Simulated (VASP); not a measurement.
# SiC (F-43m) in VASP: elastic constants with LDA

Aim: the elastic constants of SiC with LDA.

All numbers are computed with VASP 6.6.1; they aren't measurements. Logs are shortened: lines on timing, memory, paths and dates and some standing lists are left out, and cuts for length are marked.

### Step 1. The cell of the first run

It takes space group F-43m (No. 216, cubic). Conventional cell: a = 4.329 Å, b = 4.329 Å, c = 4.329 Å, α = 90.00°, β = 90.00°, γ = 90.00°. Within 2.5 Å of Si (site symmetry -43m) lie 4 C at 1.87 Å. C (site symmetry -43m) has 4 Si at 1.87 Å within 2.5 Å.

### Step 2. Elastic constants, LDA

Input file INCAR:

```
SYSTEM = SiC
ALGO = Normal
EDIFF = 1E-8
ENCUT = 600
GGA = CA
IBRION = 6
ISIF = 3
ISMEAR = 0
LASPH = .True.
LCHARG = .True.
LREAL = .False.
LWAVE = .False.
NELM = 60
NFREE = 2
NSW = 1
POTIM = 0.015
PREC = Accurate
SIGMA = 0.01
```

Input file KPOINTS:

```
k-points
0
Gamma
  10 10 10
  0 0 0
```

Input file POSCAR:

```
SiC
1.0
    2.1644853876      2.1644853876      0.0000000000
   -2.1644853876      2.1644853876      0.0000000000
    0.0000000000      2.1644853876      2.1644853876
Si C
1 1
Direct
    0.0000000000      0.0000000000      0.0000000000
    0.7500000000      0.2500000000      0.5000000000
```

Potentials or basis: VASP PAW LDA potentials, release 64 (Si, C).

Run with:

```sh
$ cat potpaw_LDA.64/Si/POTCAR potpaw_LDA.64/C/POTCAR > POTCAR
$ mpirun -np 1 vasp_std > vasp.out
```

OUTCAR:

```text
SYSTEM = SiC
   EDIFF = 1E-8
   ENCUT = 600
   GGA = CA
   IBRION = 6
   ISIF = 3
   ISMEAR = 0
   LASPH = .True.
   LREAL = .False.
   NELM = 60
   NFREE = 2
   NSW = 1
   POTIM = 0.015
   PREC = Accurate

 ion  position               nearest neighbor table
   1  0.000  0.000  0.000-   2 1.87   2 1.87   2 1.87   2 1.87
   2  0.750  0.250  0.500-   1 1.87   1 1.87   1 1.87   1 1.87

  LATTYP: Found a face centered cubic cell.
 ALAT       =     4.3289707752

  Lattice vectors:

 A1 = (   0.0000000000,   2.1644853876,   2.1644853876)
 A2 = (   2.1644853876,   0.0000000000,   2.1644853876)
 A3 = (   2.1644853876,   2.1644853876,   0.0000000000)

Analysis of symmetry for initial positions (statically):
=====================================================================
 Subroutine PRICEL returns:
 Original cell was already a primitive cell.

 Routine SETGRP: Setting up the symmetry group for a
 face centered cubic supercell.

 Subroutine GETGRP returns: Found 24 space group operations
 (whereof 24 operations were pure point group operations)
 out of a pool of 48 trial point group operations.

The static configuration has the point symmetry T_d .

Analysis of symmetry for dynamics (positions and initial velocities):
=====================================================================
 Subroutine PRICEL returns:
 Original cell was already a primitive cell.

 Routine SETGRP: Setting up the symmetry group for a
 face centered cubic supercell.

 Subroutine GETGRP returns: Found 24 space group operations
 (whereof 24 operations were pure point group operations)
 out of a pool of 48 trial point group operations.

The dynamic configuration has the point symmetry T_d .

 Subroutine INISYM returns: Found 24 space group operations
 (whereof 24 operations are pure point group operations),
 and found     1 'primitive' translations

----------------------------------------------------------------------------------------

                                     Primitive cell

  volume of cell :      20.2812

  direct lattice vectors                    reciprocal lattice vectors
     2.164485388  2.164485388  0.000000000     0.231001790  0.231001790 -0.231001790
    -2.164485388  2.164485388  0.000000000    -0.231001790  0.231001790 -0.231001790
     0.000000000  2.164485388  2.164485388     0.000000000  0.000000000  0.462003581

  length of vectors
     3.061044591  3.061044591  3.061044591     0.400106838  0.400106838  0.462003581

  position of ions in fractional coordinates (direct lattice)
     0.000000000  0.000000000  0.000000000
     0.750000000  0.250000000  0.500000000

  ion indices of the primitive-cell ions
   primitive index   ion index
                 1           1
                 2           2

----------------------------------------------------------------------------------------

 KPOINTS: k-points

Automatic generation of k-mesh.
 Grid dimensions read from file:
 generate k-points for:   10   10   10

 Generating k-lattice:

  Cartesian coordinates                     Fractional coordinates (reciprocal lattice)
     0.023100179  0.023100179 -0.023100179     0.100000000  0.000000000  0.000000000
    -0.023100179  0.023100179 -0.023100179     0.000000000  0.100000000  0.000000000
     0.000000000  0.000000000  0.046200358     0.000000000  0.000000000  0.100000000

  Length of vectors
     0.040010684  0.040010684  0.046200358

  Shift w.r.t. Gamma in fractional coordinates (k-lattice)
     0.000000000  0.000000000  0.000000000

 Subroutine IBZKPT returns following result:
 ===========================================

 Found     47 irreducible k-points:

 Following reciprocal coordinates:
            Coordinates               Weight
  0.000000  0.000000  0.000000      1.000000
  0.100000  0.000000  0.000000      8.000000
  0.200000  0.000000  0.000000      8.000000
  0.300000  0.000000  0.000000      8.000000
  0.400000  0.000000  0.000000      8.000000
  0.500000  0.000000  0.000000      4.000000
[... 45 lines left out ...]
   POTIM  = 0.0150    time-step for ionic-motion
   TEBEG  =    0.0;   TEEND  =   0.0 temperature during run
   PSTRESS=    0.0 pullay stress
   NELECT =       8.0000    total number of electrons
   NUPDOWN=      -1.0000    fix difference up-down
   EMIN   =  10.00;   EMAX   =-10.00  energy-range for DOS
   EFERMI =   0.00;   METHOD = LEGACY
   ISMEAR =     0;   SIGMA  =   0.01  broadening in eV -4-tet -1-fermi 0-gaus
   EFERMI_NEDOS =   21; number of points for ismear=-14 and -15
   IALGO  =     38    algorithm
   IMIX   =      4    mixing-type and parameters
     AMIX     =   0.40;   BMIX     =  1.00
     AMIX_MAG =   1.60;   BMIX_MAG =  1.00
  volume/ion in A,a.u.               =      10.14        68.43
  Fermi-wavevector in a.u.,A,eV,Ry     =   1.200623  2.268849 19.612754  1.441497
  Thomas-Fermi vector in A             =   2.336454
   LORBIT       =      0    0 simple, 1 ext, 2 COOP (PROOUT), +10 PAW based schemes
   GGA     = CA    functional components
   LHFCALC =     F    Hartree Fock is set to
   AEXX    =    0.0000 exact exchange contribution
   IVDW    =     0    specifies the selected vdW correction
   LEPSILON=     F    determine dielectric tensor
   LRPA    =     F    only Hartree local field effects (RPA)
 finite differences with symmetry
 non-spin polarized calculation
 Gauss-broadening in eV      SIGMA  =   0.01
  energy-cutoff  :      600.00
  volume of cell :       20.28
 maximum number of plane-waves:       700
   NGX = 13   NGY = 13   NGZ = 13

--------------------------------------- Ionic step        1  -------------------------------------------

 number of electron       8.0000000 magnetization

 Free energy of the ion-electron system (eV)
  ---------------------------------------------------
  ext. energy  EPLUGINS =         0.00000000
  ---------------------------------------------------
  free energy    TOTEN  =       -16.64462976 eV

  energy without entropy =      -16.64462976  energy(sigma->0) =      -16.64462976

------------------------ aborting loop because EDIFF is reached ----------------------------------------

  FORCE on cell =-STRESS in cart. coord.  units (eV):
  Direction    XX          YY          ZZ          XY          YZ          ZX
  --------------------------------------------------------------------------------------
  -------------------------------------------------------------------------------------
  Total        0.0317385      0.0317385      0.0317385     -0.0000000      0.0000000     -0.0000000
  in kB        2.5072798      2.5072798      2.5072798     -0.0000000      0.0000000     -0.0000000
  external PRESSURE =       2.5072798 kB  Pullay stress =       0.0000000 kB
[... 89 lines left out ...]
  FREE ENERGIE OF THE ION-ELECTRON SYSTEM (eV)
  ---------------------------------------------------
  free  energy   TOTEN  =       -16.6383853416 eV

  energy  without entropy=      -16.6383853416  energy(sigma->0) =      -16.63838534

[... ionic steps 4 to 14 ...]

--------------------------------------- Ionic step       15  -------------------------------------------

 number of electron       8.0000000 magnetization

------------------------ aborting loop because EDIFF is reached ----------------------------------------
[... 67 lines left out ...]
--------------------------------------- Ionic step       17  -------------------------------------------

 number of electron       8.0000000 magnetization

 Free energy of the ion-electron system (eV)
  ---------------------------------------------------
  ext. energy  EPLUGINS =         0.00000000
  ---------------------------------------------------
  free energy    TOTEN  =       -16.64241503 eV

  energy without entropy =      -16.64241503  energy(sigma->0) =      -16.64241503

 E-fermi :   8.4581     XC(G=0): -11.6419

 val. band max:        8.3615534752   @ k =   0.0000   0.0000   0.0000
 cond. band min:       9.5777892506   @ k =   0.0000  -1.0000  -0.5000
 fundamental gap:      1.2162357754
 Fermi energy:         8.4581471302

 k-point     1 :       0.0000    0.0000    0.0000
  band No.  band energies     occupation
      1      -7.1825      2.00000
      2       8.2183      2.00000
      3       8.2911      2.00000
      4       8.3616      2.00000
      5      14.8177      0.00000
      6      15.5932      0.00000
      7      15.6220      0.00000
      8      15.6527      0.00000
[... 243 lines left out ...]
 k-point    24 :       0.4000    0.3000    0.0000
  band No.  band energies     occupation
      1      -2.2984      2.00000
      2       0.8461      2.00000
      3       2.9464      2.00000
      4       5.9958      2.00000
      5      11.8886      0.00000
      6      16.9612      0.00000
      7      19.1720      0.00000
      8      19.8326      0.00000

 [... further k-points ...]
[... 5 lines left out ...]
  --------------------------------------------------------------------------------------
  -------------------------------------------------------------------------------------
  Total        0.0313516      0.0369747      0.0369747      0.0000000     -0.1311673      0.0000000
  in kB        2.4767175      2.9209283      2.9209283      0.0000000    -10.3619703      0.0000000
  external PRESSURE =       2.7728580 kB  Pullay stress =       0.0000000 kB
[... 17 lines left out ...]
  FREE ENERGIE OF THE ION-ELECTRON SYSTEM (eV)
  ---------------------------------------------------
  free  energy   TOTEN  =       -16.6424150271 eV

  energy  without entropy=      -16.6424150271  energy(sigma->0) =      -16.64241503

 INTERNAL STRAIN TENSORS FROM STRAINED CELLS
 ============================================

 INTERNAL STRAIN TENSOR FOR ION    1 for displacements in x,y,z  (eV/Angst):
          X           Y           Z          XY          YZ          ZX
  --------------------------------------------------------------------------------
  x    -0.00000    -0.00000     0.00000     0.00000    -8.74598     0.00000
  y    -0.00000     0.00000    -0.00000    -0.00000    -0.00000    -8.74645
  z    -0.00000     0.00000     0.00000    -8.74599    -0.00000     0.00000

 INTERNAL STRAIN TENSORS FROM DISPLACED ATOMS
 ============================================

 INTERNAL STRAIN TENSOR FOR ION    1 for displacements in x,y,z  (eV/Angst):
          X           Y           Z          XY          YZ          ZX
  --------------------------------------------------------------------------------
  x     0.00000    -0.00000    -0.00000     0.00000    -8.74118     0.00000
  y    -0.00000    -0.00000    -0.00000     0.00000     0.00000    -8.74118
  z    -0.00000    -0.00000     0.00000    -8.74118     0.00000     0.00000

 INTERNAL STRAIN TENSOR FOR ION    2 for displacements in x,y,z  (eV/Angst):
          X           Y           Z          XY          YZ          ZX
  --------------------------------------------------------------------------------
  x     0.00000     0.00000     0.00000     0.00000     8.74250     0.00000
  y     0.00000     0.00000     0.00000     0.00000     0.00000     8.74250
  z     0.00000     0.00000     0.00000     8.74250     0.00000     0.00000

 Eigenvectors and eigenvalues of the dynamical matrix
 ----------------------------------------------------

   1 f  =   23.912450 THz   150.246356 2PiTHz  797.633484 cm-1    98.893904 meV
             X         Y         Z           dx          dy          dz
      0.000000  0.000000  0.000000     0.000000   -0.000000   -0.547313
      1.082243  3.246728  1.082243    -0.000000    0.000000    0.836928
[... 21 lines left out ...]
   6 f/i=    0.000122 THz     0.000768 2PiTHz    0.004077 cm-1     0.000505 meV
             X         Y         Z           dx          dy          dz
      0.000000  0.000000  0.000000     0.000000   -0.000000   -0.836928
      1.082243  3.246728  1.082243    -0.000000    0.000000   -0.547313

--------------------------------------------------------------------------------------------------------

 ELASTIC MODULI CONTR FROM IONIC RELAXATION (kBar)
 Direction    XX          YY          ZZ          XY          YZ          ZX
 --------------------------------------------------------------------------------
 XX          -0.0000      0.0000      0.0000     -0.0000      0.0000     -0.0000
 YY           0.0000     -0.0000     -0.0000     -0.0000     -0.0000     -0.0000
 ZZ           0.0000     -0.0000     -0.0000      0.0000     -0.0000     -0.0000
 XY          -0.0000     -0.0000      0.0000   -306.7079      0.0000     -0.0000
 YZ           0.0000     -0.0000     -0.0000      0.0000   -306.7079     -0.0000
 ZX          -0.0000     -0.0000     -0.0000     -0.0000     -0.0000   -306.7079
 --------------------------------------------------------------------------------

 TOTAL ELASTIC MODULI (kBar)
 Direction    XX          YY          ZZ          XY          YZ          ZX
 --------------------------------------------------------------------------------
 XX        4025.9246   1424.2935   1424.2935      0.0000      0.0000     -0.0000
 YY        1424.2935   4025.9246   1424.2935     -0.0000     -0.0000      0.0000
 ZZ        1424.2935   1424.2935   4025.9246      0.0000     -0.0000      0.0000
 XY           0.0000     -0.0000      0.0000   2531.2152      0.0000     -0.0000
 YZ           0.0000     -0.0000     -0.0000      0.0000   2531.2152     -0.0000
 ZX          -0.0000      0.0000      0.0000     -0.0000     -0.0000   2531.2152
 --------------------------------------------------------------------------------
```

Wall time 93 s (1 thread of Intel Xeon 6975P-C (Granite Rapids), shared host); peak memory 0.24 GiB.

What came out:

- Elastic constants C11, C12, C44: 403, 142, 253 GPa
- Voigt bulk modulus: 229 GPa
- Highest phonon frequency at Γ, LO-TO splitting left out: 798 cm⁻¹

Phonon frequencies in cm⁻¹ (negative: imaginary):
| q point | frequencies |
| --- | --- |
| (0.000, 0.000, 0.000) | 0 0 0 798 798 798 |

Elastic tensor in Voigt notation (GPa, in the Cartesian axes of the cell as first typed):
```
403 142 142   0   0   0
142 403 142   0   0   0
142 142 403   0   0   0
  0   0   0 253   0   0
  0   0   0   0 253   0
  0   0   0   0   0 253
```

Clamped-ion elastic tensor (GPa):
```
403 142 142   0   0   0
142 403 142   0   0   0
142 142 403   0   0   0
  0   0   0 284   0   0
  0   0   0   0 284   0
  0   0   0   0   0 284
```
